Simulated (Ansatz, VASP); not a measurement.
## One calculation of Ga2SnO3, two programs

```
CELL_PARAMETERS angstrom
5.66574 0.00000 0.00000
-2.83287 4.90668 0.00000
0.00000 0.00000 2.82083
ATOMIC_POSITIONS crystal
Ga 0.33333 0.66667 0.00000
Ga 0.66667 0.33333 0.00000
Sn 0.00000 0.00000 0.00000
O 0.50000 0.00000 0.50000
O 0.50000 0.50000 0.50000
O 0.00000 0.50000 0.50000
```

Change from the starting cell: species swapped into the LuB2Ru3 type (P6/mmm, No. 191).

Alike in both runs: functional PBE; k mesh 6 × 6 × 6; occupations gaussian, width 0.1 eV; no spin polarisation.

Ansatz relaxed the structure, and its values are those at the end. VASP's run is a single point on that final structure, the one shown.

|  | VASP | Ansatz |
| --- | --- | --- |
| version | VASP 6.6.1 | Ansatz 0.2.0 |
| potentials or method | VASP PAW PBE potentials, release 64 (Ga_d, Sn_d, O), cutoff 520 eV | scalar-relativistic, plane waves, PAW |
| valence electrons in the cell | 58 | 58 |

|  | VASP | Ansatz | Ansatz less VASP |
| --- | --- | --- | --- |
| gap on the k mesh at the Fermi level (eV) | none | none | - |
| pressure (GPa) | 0.1 | -0.3 | -0.42 |

A gap of «none» marks a metal or a gap that the smearing closes.

The k mesh is coarse, so the values compare programs but aren't converged.
